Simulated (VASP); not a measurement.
# Cu12F in VASP: single point with PBE

Aim: the single point of Cu12F with PBE.

Everything below comes from runs of VASP 6.6.1. Logs are shortened: lines on timing, memory, paths and dates and some standing lists are left out, and cuts for length are marked.

**1. The cell of the first run**

The cell holds a slab with vacuum, 13 atoms: a = 5.132 Å, b = 5.132 Å, c = 19.028 Å, α = 90.00°, β = 90.00°, γ = 90.00°.

**2. Single point, PBE**

INCAR reads:

```
PREC = Accurate
ENCUT = 520
EDIFF = 1E-6
ISMEAR = 0
SIGMA = 0.1
LREAL = F
LASPH = T
NELM = 100
ALGO = Fast
ISIF = 2
LWAVE = F
LCHARG = F
LDIPOL = T
IDIPOL = 3
DIPOL = 0.5 0.5 0.316
GGA = PE
NBANDS = 82
```

KPOINTS reads:

```
regular mesh
0
Gamma
  5 5 1
```

POSCAR reads:

```
Cu12F
1.0
    5.1319544646      0.0000000000      0.0000000000
    0.0000000000      5.1319544646      0.0000000000
    0.0000000000      0.0000000000     19.0279312465
Cu F
12 1
Direct
    0.2500000000      0.2500000000      0.2102172826
    0.2500000000      0.7500000000      0.2102172826
    0.7500000000      0.2500000000      0.2102172826
    0.7500000000      0.7500000000      0.2102172826
    0.0000000000      0.0000000000      0.3029241241
    0.0000000000      0.5000000000      0.3029241241
    0.5000000000      0.0000000000      0.3029241241
    0.5000000000      0.5000000000      0.3029241241
    0.2500000000      0.2500000000      0.3956253125
    0.2500000000      0.7500000000      0.3956253125
    0.7500000000      0.2500000000      0.3956253125
    0.7500000000      0.7500000000      0.3956253125
    0.2500000000      0.5000000000      0.4750590616
```

Potentials or basis: VASP PAW PBE potentials, release 64 (Cu, F).

Launch:

```console
cat potpaw_PBE.64/Cu/POTCAR potpaw_PBE.64/F/POTCAR > POTCAR
mpirun -np 1 vasp_std > vasp.out
```

OUTCAR:

```text
PREC = Accurate
   ENCUT = 520
   EDIFF = 1E-6
   ISMEAR = 0
   LREAL = F
   LASPH = T
   NELM = 100
   ISIF = 2
   GGA = PE

 ion  position               nearest neighbor table
   1  0.250  0.250  0.210-   5 2.53   6 2.53   7 2.53   8 2.53   2 2.57   3 2.57   2 2.57   3 2.57

   2  0.250  0.750  0.210-   5 2.53   6 2.53   7 2.53   8 2.53   1 2.57   4 2.57   1 2.57   4 2.57

   3  0.750  0.250  0.210-   5 2.53   6 2.53   7 2.53   8 2.53   1 2.57   4 2.57   4 2.57   1 2.57
[... 4 lines left out ...]
                             6 2.57   7 2.57   6 2.57   7 2.57
   6  0.000  0.500  0.303-   9 2.53  10 2.53  11 2.53  12 2.53   1 2.53   2 2.53   3 2.53   4 2.53
                             5 2.57   8 2.57   5 2.57   8 2.57
   7  0.500  0.000  0.303-   9 2.53  10 2.53  11 2.53  12 2.53   1 2.53   2 2.53   3 2.53   4 2.53
                             5 2.57   8 2.57   8 2.57   5 2.57
   8  0.500  0.500  0.303-   9 2.53  10 2.53  11 2.53  12 2.53   1 2.53   2 2.53   3 2.53   4 2.53
                             6 2.57   7 2.57   7 2.57   6 2.57
   9  0.250  0.250  0.396-  13 1.98   6 2.53   7 2.53   8 2.53   5 2.53  11 2.57  10 2.57  10 2.57
                            11 2.57
  10  0.250  0.750  0.396-  13 1.98   6 2.53   7 2.53   8 2.53   5 2.53  12 2.57   9 2.57   9 2.57
                            12 2.57
  11  0.750  0.250  0.396-   5 2.53   6 2.53   7 2.53   8 2.53   9 2.57  12 2.57  12 2.57   9 2.57

  12  0.750  0.750  0.396-   5 2.53   6 2.53   7 2.53   8 2.53  10 2.57  11 2.57  11 2.57  10 2.57

  13  0.250  0.500  0.475-   9 1.98  10 1.98

  LATTYP: Found a simple tetragonal cell.
 ALAT       =     5.1319544646
 C/A-ratio  =     3.7077357911

  Lattice vectors:

 A1 = (   5.1319544646,   0.0000000000,   0.0000000000)
 A2 = (   0.0000000000,   5.1319544646,   0.0000000000)
 A3 = (   0.0000000000,   0.0000000000,  19.0279312465)

Analysis of symmetry for initial positions (statically):
=====================================================================
 Subroutine PRICEL returns:
 Original cell was already a primitive cell.

 Routine SETGRP: Setting up the symmetry group for a
 simple tetragonal supercell.

 Subroutine GETGRP returns: Found  4 space group operations
 (whereof  2 operations were pure point group operations)
 out of a pool of 16 trial point group operations.

The static configuration has the point symmetry C_1h.
 The point group associated with its full space group is C_2v.

Analysis of symmetry for dynamics (positions and initial velocities):
=====================================================================
 Subroutine PRICEL returns:
 Original cell was already a primitive cell.

 Routine SETGRP: Setting up the symmetry group for a
 simple tetragonal supercell.

 Subroutine GETGRP returns: Found  4 space group operations
 (whereof  2 operations were pure point group operations)
 out of a pool of 16 trial point group operations.

The dynamic configuration has the point symmetry C_1h.
 The point group associated with its full space group is C_2v.

 Subroutine INISYM returns: Found  4 space group operations
 (whereof  2 operations are pure point group operations),
 and found     1 'primitive' translations

----------------------------------------------------------------------------------------

                                     Primitive cell

  volume of cell :     501.1378

  direct lattice vectors                    reciprocal lattice vectors
     5.131954465  0.000000000  0.000000000     0.194857536  0.000000000  0.000000000
     0.000000000  5.131954465  0.000000000     0.000000000  0.194857536  0.000000000
     0.000000000  0.000000000 19.027931246     0.000000000  0.000000000  0.052554321

  length of vectors
     5.131954465  5.131954465 19.027931246     0.194857536  0.194857536  0.052554321

  position of ions in fractional coordinates (direct lattice)
     0.250000000  0.250000000  0.210217283
     0.250000000  0.750000000  0.210217283
     0.750000000  0.250000000  0.210217283
     0.750000000  0.750000000  0.210217283
     0.000000000  0.000000000  0.302924124
     0.000000000  0.500000000  0.302924124
     0.500000000  0.000000000  0.302924124
     0.500000000  0.500000000  0.302924124
[... 41 lines left out ...]
     0.000000000  0.000000000  0.000000000

 Subroutine IBZKPT returns following result:
 ===========================================

 Found      9 irreducible k-points:

 Following reciprocal coordinates:
            Coordinates               Weight
  0.000000  0.000000  0.000000      1.000000
  0.200000  0.000000  0.000000      2.000000
  0.000000  0.200000  0.000000      2.000000
  0.400000  0.000000  0.000000      2.000000
  0.000000  0.400000  0.000000      2.000000
  0.200000  0.200000  0.000000      4.000000
  0.400000  0.200000  0.000000      4.000000
 -0.200000  0.400000  0.000000      4.000000
  0.400000  0.400000  0.000000      4.000000
   k-points           NKPTS =      9   k-points in BZ     NKDIM =      9   number of bands    NBANDS=     82
   number of dos      NEDOS =    301   number of ions     NIONS =     13
   total plane-waves  NPLWV = 230400
   dimension x,y,z NGX =    40 NGY =   40 NGZ =  144
   dimension x,y,z NGXF=    80 NGYF=   80 NGZF=  288
   ions per type =              12   1
   NGX,Y,Z   is equivalent  to a cutoff of  12.96, 12.96, 12.58 a.u.
   NGXF,Y,Z  is equivalent  to a cutoff of  25.92, 25.92, 25.16 a.u.
 SYSTEM =  unknown system
   PREC   = accura    normal or accurate (medium, high low for compatibility)
   ISTART =      0    job   : 0-new  1-cont  2-samecut
   ICHARG =      2    charge: 1-file 2-atom 10-const
   ISPIN  =      1    spin polarized calculation?
   LNONCOLLINEAR =      F non collinear calculations
   LSORBIT =      F    spin-orbit coupling
   LASPH  =      T    aspherical Exc in radial PAW
   ENCUT  =  520.0 eV  38.22 Ry    6.18 a.u.   9.54  9.54 35.38*2*pi/ulx,y,z
   NELM   =    100;   NELMIN=  2; NELMDL= -5     # of ELM steps
   EDIFF  = 0.1E-05   stopping-criterion for ELM
   LREAL  =      F    real-space projection
   EDIFFG = 0.1E-04   stopping-criterion for IOM
   NSW    =      0    number of steps for IOM
   IBRION =     -1    ionic relax: 0-MD 1-quasi-New 2-CG
   NFREE  =      0    steps in history (QN), initial steepest desc. (CG)
   ISIF   =      2    stress and relaxation
   ISYM   =      2    0-nonsym 1-usesym 2-fastsym
   POTIM  = 0.5000    time-step for ionic-motion
   TEBEG  =    0.0;   TEEND  =   0.0 temperature during run
   PSTRESS=    0.0 pullay stress
   NELECT =     139.0000    total number of electrons
   NUPDOWN=      -1.0000    fix difference up-down
   EMIN   =  10.00;   EMAX   =-10.00  energy-range for DOS
   EFERMI =   0.00;   METHOD = LEGACY
   ISMEAR =     0;   SIGMA  =   0.10  broadening in eV -4-tet -1-fermi 0-gaus
   EFERMI_NEDOS =   21; number of points for ismear=-14 and -15
   IALGO  =     68    algorithm
   IMIX   =      4    mixing-type and parameters
     AMIX     =   0.40;   BMIX     =  1.00
     AMIX_MAG =   1.60;   BMIX_MAG =  1.00
  volume/ion in A,a.u.               =      38.55       260.14
  Fermi-wavevector in a.u.,A,eV,Ry     =   1.067646  2.017559 15.508853  1.139869
  Thomas-Fermi vector in A             =   2.203269
   LORBIT       =      0    0 simple, 1 ext, 2 COOP (PROOUT), +10 PAW based schemes
   GGA     = PE    functional components
   LHFCALC =     F    Hartree Fock is set to
   AEXX    =    0.0000 exact exchange contribution
   IVDW    =     0    specifies the selected vdW correction
   LEPSILON=     F    determine dielectric tensor
   LRPA    =     F    only Hartree local field effects (RPA)
 non-spin polarized calculation
 RMM-DIIS sequential band-by-band and
 Gauss-broadening in eV      SIGMA  =   0.10
  energy-cutoff  :      520.00
  volume of cell :      501.14
 maximum number of plane-waves:     13595
 NGX is ok and might be reduce to    40
   NGX = 19   NGY = 19   NGZ = 71

 dipolmoment           0.000000      0.000000     -0.000005 electrons x Angstroem

 number of electron     138.9999793 magnetization

 dipolmoment           0.000000      0.000000      0.187748 electrons x Angstroem

 Free energy of the ion-electron system (eV)
  ---------------------------------------------------
  ext. energy  EPLUGINS =         0.00000000
  ---------------------------------------------------
  free energy    TOTEN  =       -44.57588895 eV

  energy without entropy =      -44.54894354  energy(sigma->0) =      -44.56241625

 E-fermi :  -1.4516     XC(G=0):  -4.7113

 val. band max:       -1.4933264198   @ k =   0.2000   0.2000   0.0000
 cond. band min:      -1.4298566146   @ k =   0.0000   0.0000   0.0000
 fundamental gap:      0.0634698052
 Fermi energy:        -1.4515717087

 k-point     1 :       0.0000    0.0000    0.0000
  band No.  band energies     occupation
      1     -23.9759      2.00000
      2      -9.7443      2.00000
      3      -7.3169      2.00000
      4      -6.4203      2.00000
      5      -6.3867      2.00000
      6      -6.2202      2.00000
[... 745 lines left out ...]
     80       4.4805      0.00000
     81       4.5505      0.00000
 [bands above 81 left out]

------------------------ aborting loop because EDIFF is reached ----------------------------------------

 vacuum level on the upper side and lower side of the slab       (xc-potential included)         0.611        -0.645

  FORCE on cell =-STRESS in cart. coord.  units (eV):
  Direction    XX          YY          ZZ          XY          YZ          ZX
  --------------------------------------------------------------------------------------
  -------------------------------------------------------------------------------------
  Total       -2.9176502     -2.9034300      1.1937079      0.0000000      0.0000000      0.0000000
  in kB       -9.3279594     -9.2824961      3.8163788      0.0000000      0.0000000      0.0000000
  external PRESSURE =      -4.9313589 kB  Pullay stress =       0.0000000 kB

 VOLUME and BASIS-vectors are now :
 -----------------------------------------------------------------------------
  energy-cutoff  :      520.00
  volume of cell :      501.14
      direct lattice vectors                 reciprocal lattice vectors
     5.131954465  0.000000000  0.000000000     0.194857536  0.000000000  0.000000000
     0.000000000  5.131954465  0.000000000     0.000000000  0.194857536  0.000000000
     0.000000000  0.000000000 19.027931246     0.000000000  0.000000000  0.052554321

 POSITION                                       TOTAL-FORCE (eV/Angst)
 -----------------------------------------------------------------------------------
      1.28299      1.28299      4.00000         0.000000      0.044356     -0.062971
      1.28299      3.84897      4.00000         0.000000     -0.044356     -0.062971
      3.84897      1.28299      4.00000         0.000000      0.022460     -0.073907
      3.84897      3.84897      4.00000         0.000000     -0.022460     -0.073907
      0.00000      0.00000      5.76402         0.198078      0.000000      0.091100
      0.00000      2.56598      5.76402        -0.111466      0.000000     -0.157703
      2.56598      0.00000      5.76402        -0.198078      0.000000      0.091100
      2.56598      2.56598      5.76402         0.111466      0.000000     -0.157703
      1.28299      1.28299      7.52793         0.000000     -0.366264      0.290181
      1.28299      3.84897      7.52793         0.000000      0.366264      0.290181
      3.84897      1.28299      7.52793         0.000000     -0.164657     -0.122828
      3.84897      3.84897      7.52793         0.000000      0.164657     -0.122828
      1.28299      2.56598      9.03939         0.000000      0.000000      0.072258
 -----------------------------------------------------------------------------------
    total drift:                               -0.000000      0.000000      0.000576

  FREE ENERGIE OF THE ION-ELECTRON SYSTEM (eV)
  ---------------------------------------------------
  free  energy   TOTEN  =       -44.5758889456 eV

  energy  without entropy=      -44.5489435449  energy(sigma->0) =      -44.56241625

 vacuum level on the upper side and lower side of the slab         4.410         3.089
```

Run time: 24 min. Hardware: 1 thread of Oxide Virtual Turin-like, shared host; peak memory 0.63 GiB.

What came out:

```
Free energy            : -44.5759 eV
Largest force          : 0.467 eV/Å
Band gap on the k mesh : zero (an odd number of electrons rules out a gap without spin polarisation)
```

Forces in eV/Å, atoms in the order of the input:
```
Cu   0.000  0.044 -0.063
Cu   0.000 -0.044 -0.063
Cu   0.000  0.022 -0.074
Cu   0.000 -0.022 -0.074
Cu   0.198  0.000  0.091
Cu  -0.111  0.000 -0.158
Cu  -0.198  0.000  0.091
Cu   0.111  0.000 -0.158
Cu   0.000 -0.366  0.290
Cu   0.000  0.366  0.290
Cu   0.000 -0.165 -0.123
Cu   0.000  0.165 -0.123
F    0.000  0.000  0.072
```

Caveat: an odd number of electrons without spin polarisation forces a metal; a magnetic or distorted state may lie lower. With open d or f shells a metallic result of PBE can be an artefact of self-interaction; +U or a hybrid may open a gap.

The gap in the log of VASP goes by the Fermi energy; the results here count the filled bands.